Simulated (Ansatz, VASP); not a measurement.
**Ge: VASP beside Ansatz**

```
Ge
1.0
     0.00000    2.83601    2.83601
     2.83601    0.00000    2.83601
     2.83601    2.83601    0.00000
Ge
2
Direct
  0.50000 0.50000 0.50000
  0.75000 0.75000 0.75000
```

Alike in both runs: functional r2SCAN; k mesh 5 × 5 × 5; occupations fermi-dirac, width 0.05 eV; no spin polarisation.

Ansatz relaxed the structure, and its values are those at the end. VASP's run is a single point on that final structure, the one shown.

|  | VASP | Ansatz |
| --- | --- | --- |
| version | VASP 6.6.1 | Ansatz 0.2.0 |
| potentials or method | VASP PAW PBE potentials, release 64 (Ge_d), cutoff 520 eV | plane waves (500 eV) with PAW, scalar-relativistic |
| valence electrons in the cell | 28 | 28 |

Ansatz gave:

- pressure (GPa): 0.0

Task: What did VASP give for the same quantities?

Result: Pressure (GPa): 0.1.

VASP's potentials were made for PBE, not for r2SCAN.
